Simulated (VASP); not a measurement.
# MnO2 (Pmmn) in VASP: further runs

MnO2 is run at these levels: PBEsol; tasks: single point.

All numbers are computed with VASP 6.6.1; they aren't measurements. Logs are shortened: lines on timing, memory, paths and dates and some standing lists are left out, and cuts for length are marked.

## Step 1: The cell of the first run

The structure is orthorhombic, space group Pmmn (No. 59). Conventional cell: a = 2.904 Å, b = 3.845 Å, c = 6.164 Å, α = 90.00°, β = 90.00°, γ = 90.00°. Within 2.4 Å of Mn (site symmetry mm2) lie 6 O at 1.83 to 2.05 Å. O (site symmetry mm2) has 2 Mn at 1.83 Å within 2.4 Å. O (site symmetry mm2) has 4 Mn at 1.98 to 2.05 Å and 5 O at 2.56 to 2.59 Å within 2.6 Å.

## Step 2: Single point, PBEsol, collinear spin, ferromagnetic start

The input, INCAR:

```
  PREC = Accurate
  ENCUT = 520
  EDIFF = 1E-7
  ISMEAR = -1
  SIGMA = 0.05
  LREAL = False
  LASPH = True
  NELM = 150
  ALGO = Normal
  ISIF = 2
  LWAVE = False
  LCHARG = False
  ISPIN = 2
  MAGMOM = 3 3 0 0 0 0
  LORBIT = 11
  NUPDOWN = 6.0
  LMAXMIX = 4
  GGA = PS
  NBANDS = 38
```

The input, KPOINTS:

```
regular mesh
0
Gamma
  8 6 4
```

The input, POSCAR:

```
MnO2
1.0
    2.9041580000      0.0000000000      0.0000000000
    0.0000000000      3.8448100000      0.0000000000
    0.0000000000      0.0000000000      6.1642640000
Mn O
2 4
Direct
    0.5000000000      0.5000000000      0.3433015000
    0.0000000000      0.0000000000      0.6566985000
    0.5000000000      0.0000000000      0.8375675000
    0.0000000000      0.5000000000      0.1624325000
    0.5000000000      0.0000000000      0.4217995000
    0.0000000000      0.5000000000      0.5782005000
```

Potentials or basis: VASP PAW PBE potentials, release 64 (Mn_pv, O).

The run is started by

```
$ cat potpaw_PBE.64/Mn_pv/POTCAR potpaw_PBE.64/O/POTCAR > POTCAR
$ mpirun -np 1 vasp_std > vasp.out
```

OUTCAR:

```text
PREC = Accurate
   ENCUT = 520
   EDIFF = 1E-7
   ISMEAR = -1
   LREAL = False
   LASPH = True
   NELM = 150
   ISIF = 2
   ISPIN = 2
   LORBIT = 11
   NUPDOWN = 6.0
   GGA = PS

 ion  position               nearest neighbor table
   1  0.500  0.500  0.343-   4 1.83   4 1.83   5 1.98   5 1.98   6 2.05   6 2.05   2 3.09   2 3.09
                             2 3.09   2 3.09
   2  0.000  0.000  0.657-   3 1.83   3 1.83   6 1.98   6 1.98   5 2.05   5 2.05   1 3.09   1 3.09
                             1 3.09   1 3.09
   3  0.500  0.000  0.838-   2 1.83   2 1.83
   4  0.000  0.500  0.162-   1 1.83   1 1.83
   5  0.500  0.000  0.422-   1 1.98   1 1.98   2 2.05   2 2.05
   6  0.000  0.500  0.578-   2 1.98   2 1.98   1 2.05   1 2.05

  LATTYP: Found a simple orthorhombic cell.
 ALAT       =     2.9041580000
 B/A-ratio  =     1.3238983554
 C/A-ratio  =     2.1225649569

  Lattice vectors:

 A1 = (   2.9041580000,   0.0000000000,   0.0000000000)
 A2 = (   0.0000000000,   3.8448100000,   0.0000000000)
 A3 = (   0.0000000000,   0.0000000000,   6.1642640000)

Analysis of symmetry for initial positions (statically):
=====================================================================
 Subroutine PRICEL returns:
 Original cell was already a primitive cell.

 Routine SETGRP: Setting up the symmetry group for a
 simple orthorhombic supercell.

 Subroutine GETGRP returns: Found  8 space group operations
 (whereof  4 operations were pure point group operations)
 out of a pool of  8 trial point group operations.

The static configuration has the point symmetry C_2v.
 The point group associated with its full space group is D_2h.

Analysis of symmetry for dynamics (positions and initial velocities):
=====================================================================
 Subroutine PRICEL returns:
 Original cell was already a primitive cell.

 Routine SETGRP: Setting up the symmetry group for a
 simple orthorhombic supercell.

 Subroutine GETGRP returns: Found  8 space group operations
 (whereof  4 operations were pure point group operations)
 out of a pool of  8 trial point group operations.

The dynamic configuration has the point symmetry C_2v.
 The point group associated with its full space group is D_2h.

Analysis of structural, dynamic, and magnetic symmetry:
=====================================================================
 Subroutine PRICEL returns:
 Original cell was already a primitive cell.

 Routine SETGRP: Setting up the symmetry group for a
 simple orthorhombic supercell.

 Subroutine GETGRP returns: Found  8 space group operations
 (whereof  4 operations were pure point group operations)
 out of a pool of  8 trial point group operations.

The overall configuration has the point symmetry C_2v.
 The point group associated with its full space group is D_2h.

 Subroutine INISYM returns: Found  8 space group operations
 (whereof  4 operations are pure point group operations),
 and found     1 'primitive' translations

----------------------------------------------------------------------------------------

                                     Primitive cell

  volume of cell :      68.8298

  direct lattice vectors                    reciprocal lattice vectors
     2.904158000  0.000000000  0.000000000     0.344333883  0.000000000  0.000000000
     0.000000000  3.844810000  0.000000000     0.000000000  0.260090876  0.000000000
     0.000000000  0.000000000  6.164264000     0.000000000  0.000000000  0.162225369

  length of vectors
     2.904158000  3.844810000  6.164264000     0.344333883  0.260090876  0.162225369

  position of ions in fractional coordinates (direct lattice)
     0.500000000  0.500000000  0.343301500
     0.000000000  0.000000000  0.656698500
     0.500000000  0.000000000  0.837567500
     0.000000000  0.500000000  0.162432500
     0.500000000  0.000000000  0.421799500
     0.000000000  0.500000000  0.578200500

  ion indices of the primitive-cell ions
   primitive index   ion index
                 1           1
                 2           2
                 3           3
[... 35 lines left out ...]
  0.375000  0.000000  0.000000      2.000000
  0.500000  0.000000  0.000000      1.000000
  0.000000  0.166667  0.000000      2.000000
[... 16 lines left out ...]
  0.250000  0.000000  0.250000      4.000000
  0.375000  0.000000  0.250000      4.000000
 [... further k-points ...]
   k-points           NKPTS =     60   k-points in BZ     NKDIM =     60   number of bands    NBANDS=     38
   number of dos      NEDOS =    301   number of ions     NIONS =      6
   total plane-waves  NPLWV =  34560
   dimension x,y,z NGX =    24 NGY =   30 NGZ =   48
   dimension x,y,z NGXF=    48 NGYF=   60 NGZF=   96
   ions per type =               2   4
   NGX,Y,Z   is equivalent  to a cutoff of  13.74, 12.97, 12.95 a.u.
   NGXF,Y,Z  is equivalent  to a cutoff of  27.48, 25.94, 25.89 a.u.
 SYSTEM =  unknown system
   PREC   = accura    normal or accurate (medium, high low for compatibility)
   ISTART =      0    job   : 0-new  1-cont  2-samecut
   ICHARG =      2    charge: 1-file 2-atom 10-const
   ISPIN  =      2    spin polarized calculation?
   LNONCOLLINEAR =      F non collinear calculations
   LSORBIT =      F    spin-orbit coupling
   LASPH  =      T    aspherical Exc in radial PAW
   ENCUT  =  520.0 eV  38.22 Ry    6.18 a.u.   5.40  7.15 11.46*2*pi/ulx,y,z
   NELM   =    150;   NELMIN=  2; NELMDL= -5     # of ELM steps
   EDIFF  = 0.1E-06   stopping-criterion for ELM
   LREAL  =      F    real-space projection
   EDIFFG = 0.1E-05   stopping-criterion for IOM
   NSW    =      0    number of steps for IOM
   IBRION =     -1    ionic relax: 0-MD 1-quasi-New 2-CG
   NFREE  =      0    steps in history (QN), initial steepest desc. (CG)
   ISIF   =      2    stress and relaxation
   ISYM   =      2    0-nonsym 1-usesym 2-fastsym
   POTIM  = 0.5000    time-step for ionic-motion
   TEBEG  =    0.0;   TEEND  =   0.0 temperature during run
   PSTRESS=    0.0 pullay stress
   NELECT =      50.0000    total number of electrons
   NUPDOWN=       6.0000    fix difference up-down
   EMIN   =  10.00;   EMAX   =-10.00  energy-range for DOS
   EFERMI =   0.00;   METHOD = LEGACY
   ISMEAR =    -1;   SIGMA  =   0.05  broadening in eV -4-tet -1-fermi 0-gaus
   EFERMI_NEDOS =   21; number of points for ismear=-14 and -15
   IALGO  =     38    algorithm
   IMIX   =      4    mixing-type and parameters
     AMIX     =   0.40;   BMIX     =  1.00
     AMIX_MAG =   1.60;   BMIX_MAG =  1.00
  volume/ion in A,a.u.               =      11.47        77.41
  Fermi-wavevector in a.u.,A,eV,Ry     =   1.471655  2.781025 29.467074  2.165769
  Thomas-Fermi vector in A             =   2.586765
   LORBIT       =     11    0 simple, 1 ext, 2 COOP (PROOUT), +10 PAW based schemes
   GGA     = PS    functional components
   LHFCALC =     F    Hartree Fock is set to
   AEXX    =    0.0000 exact exchange contribution
   IVDW    =     0    specifies the selected vdW correction
   LEPSILON=     F    determine dielectric tensor
   LRPA    =     F    only Hartree local field effects (RPA)
 spin polarized calculation
  energy-cutoff  :      520.00
  volume of cell :       68.83
 maximum number of plane-waves:      1888
 NGX is ok and might be reduce to    24
   NGX = 11   NGY = 15   NGZ = 23

 number of electron      49.9999974 magnetization       5.9999995

 Free energy of the ion-electron system (eV)
  ---------------------------------------------------
  ext. energy  EPLUGINS =         0.00000000
  ---------------------------------------------------
  free energy    TOTEN  =       -49.32345237 eV

  energy without entropy =      -49.31713265  energy(sigma->0) =      -49.32029251

 E-fermi :   2.5668     XC(G=0): -10.8072

 val. band max:        2.9711592141   @ k =   0.2500   0.0000   0.2500
 cond. band min:       2.9908647001   @ k =   0.2500   0.0000   0.5000
 fundamental gap:      0.0197054860
 Fermi energy:         2.9900671584

 spin component 1

 k-point     1 :       0.0000    0.0000    0.0000
  band No.  band energies     occupation
      1     -47.4792      1.00000
      2     -47.4548      1.00000
      3     -47.4513      1.00000
      4     -47.4294      1.00000
      5     -47.4234      1.00000
      6     -47.4165      1.00000
[... 949 lines left out ...]
     36      15.6441      0.00000
     37      16.3866      0.00000

 [... further k-points ...]

 spin component 2

 k-point     1 :       0.0000    0.0000    0.0000
  band No.  band energies     occupation
      1     -44.5358      1.00000
      2     -44.5209      1.00000
      3     -44.3548      1.00000
      4     -44.3215      1.00000
      5     -44.3168      1.00000
      6     -44.2883      1.00000
[... 949 lines left out ...]
     36      16.1310      0.00000
     37      16.8655      0.00000

 [... further k-points ...]

 [bands above 37 left out]

------------------------ aborting loop because EDIFF is reached ----------------------------------------

  FORCE on cell =-STRESS in cart. coord.  units (eV):
  Direction    XX          YY          ZZ          XY          YZ          ZX
  --------------------------------------------------------------------------------------
  -------------------------------------------------------------------------------------
  Total       -7.5839361     -4.5278241     -4.2905715      0.0000000      0.0000000      0.0000000
  in kB     -176.5342174   -105.3959153    -99.8732941      0.0000000      0.0000000      0.0000000
  external PRESSURE =    -127.2678089 kB  Pullay stress =       0.0000000 kB

 VOLUME and BASIS-vectors are now :
 -----------------------------------------------------------------------------
  energy-cutoff  :      520.00
  volume of cell :       68.83
      direct lattice vectors                 reciprocal lattice vectors
     2.904158000  0.000000000  0.000000000     0.344333883  0.000000000  0.000000000
     0.000000000  3.844810000  0.000000000     0.000000000  0.260090876  0.000000000
     0.000000000  0.000000000  6.164264000     0.000000000  0.000000000  0.162225369

 POSITION                                       TOTAL-FORCE (eV/Angst)
 -----------------------------------------------------------------------------------
      1.45208      1.92240      2.11620         0.000000      0.000000     -0.288752
      0.00000      0.00000      4.04806         0.000000      0.000000      0.288752
      1.45208      0.00000      5.16299         0.000000      0.000000     -1.069927
      0.00000      1.92240      1.00128         0.000000      0.000000      1.069927
      1.45208      0.00000      2.60008         0.000000      0.000000      0.221166
      0.00000      1.92240      3.56418         0.000000      0.000000     -0.221166
 -----------------------------------------------------------------------------------
    total drift:                                0.000000      0.000000      0.000000

  FREE ENERGIE OF THE ION-ELECTRON SYSTEM (eV)
  ---------------------------------------------------
  free  energy   TOTEN  =       -49.3234523715 eV

  energy  without entropy=      -49.3171326507  energy(sigma->0) =      -49.32029251

 total charge

# of ion       s       p       d       tot
------------------------------------------
    1        0.332   6.397   4.905  11.634
    2        0.332   6.397   4.905  11.634
    3        1.586   3.320   0.000   4.906
    4        1.586   3.320   0.000   4.906
    5        1.564   3.410   0.000   4.973
    6        1.564   3.410   0.000   4.973
--------------------------------------------------
tot          6.964  26.253   9.810  43.027

 magnetization (x)

# of ion       s       p       d       tot
------------------------------------------
    1        0.023   0.026   2.741   2.790
    2        0.023   0.026   2.741   2.790
    3        0.004   0.106   0.000   0.110
    4        0.004   0.106   0.000   0.110
    5        0.007  -0.017   0.000  -0.010
    6        0.007  -0.017   0.000  -0.010
--------------------------------------------------
tot          0.068   0.229   5.483   5.779
```

Run time: 4.3 min. Hardware: 1 thread of Intel Xeon Platinum 8488C (Sapphire Rapids), shared host; peak memory 0.35 GiB.

Results:

* Free energy: -49.3235 eV
* Pressure: -12.7 GPa
* Largest force: 1.070 eV/Å
* Net moment: 6.00 μB per cell
* Site moments: Mn +2.79; O +0.11, -0.01 μB
* Valence electrons inside the program's atomic spheres: Mn 11.63; O 4.91, 4.97

Forces in eV/Å, atoms in the order of the input:
```
Mn   0.000  0.000 -0.289
Mn   0.000  0.000  0.289
O    0.000  0.000 -1.070
O    0.000  0.000  1.070
O    0.000  0.000  0.221
O    0.000  0.000 -0.221
```

Caveat: the PAW data sets were made with another functional, which shifts forces and pressure a little; the total moment is fixed, so each spin has its own Fermi level; only a ferromagnetic start was run, and an antiferromagnetic order may lie lower in energy.

## Step 3: Single point, PBEsol, collinear spin, ferromagnetic start

The input, INCAR:

```
SYSTEM = MnO2
PREC = Accurate
ENCUT = 520
EDIFF = 1E-6
ISMEAR = -1
SIGMA = 0.05
LREAL = .FALSE.
LASPH = .TRUE.
NELM = 150
ALGO = Normal
ISIF = 2
LWAVE = .FALSE.
LCHARG = .FALSE.
ISPIN = 2
MAGMOM = 5.5 5.5 0 0 0 0
LORBIT = 11
LMAXMIX = 4
GGA = PS
NBANDS = 38
```

The input, KPOINTS:

```
Automatic mesh
0
G
  9 7 5
  0 0 0
```

POSCAR is that of step 2.

Potentials or basis: VASP PAW PBE potentials, release 64 (Mn_pv, O).

The run is started by

```
$ cat potpaw_PBE.64/Mn_pv/POTCAR potpaw_PBE.64/O/POTCAR > POTCAR
$ mpirun -np 1 vasp_std > vasp.out
```

Wall time 4.2 min (1 thread of Intel Xeon Platinum 8488C (Sapphire Rapids), shared host); peak memory 0.35 GiB.

It converged, with:

```
Free energy                                           : -49.3238 eV
Pressure                                              : -12.7 GPa
Largest force                                         : 1.066 eV/Å
Band gap on the k mesh                                : zero (filled and empty bands overlap)
Net moment                                            : 6.00 μB per cell
Site moments                                          : Mn +2.79; O +0.11, -0.01 μB
Valence electrons inside the program's atomic spheres : Mn 11.63; O 4.91, 4.97
```

Forces on the atoms (eV/Å):
```
Mn   0.000  0.000 -0.281
Mn   0.000  0.000  0.281
O    0.000  0.000 -1.066
O    0.000  0.000  1.066
O    0.000  0.000  0.222
O    0.000  0.000 -0.222
```

Stress tensor (GPa, compression positive):
```
-17.66   0.00   0.00
  0.00 -10.53   0.00
  0.00   0.00 -10.01
```

Levels at points of the mesh, in eV from the Fermi level:
Spin up:
| k point | band 26 | band 27 | band 28 | band 29 | band 30 | band 31 |
| --- | --- | --- | --- | --- | --- | --- |
| (0.00, 0.00, 0.00) | -0.91 | -0.13 | 0.15 | 0.56 | 0.64 | 2.15 |
Spin down:
```tsv
k point	band 19	band 20	band 21	band 22	band 23	band 24	band 25	band 26
(0.00, 0.00, 0.00)	-2.54	-2.09	-2.04	-1.63	0.46	0.94	1.12	1.30
```

Caveat: the PAW data sets were made with another functional, which shifts forces and pressure a little; semilocal functionals often make such compounds metallic where correlation or magnetic order opens a gap, which also shifts bond lengths; only a ferromagnetic start was run, and an antiferromagnetic order may lie lower in energy. With open d or f shells a metallic result of PBEsol can be an artefact of self-interaction; +U or a hybrid may open a gap.
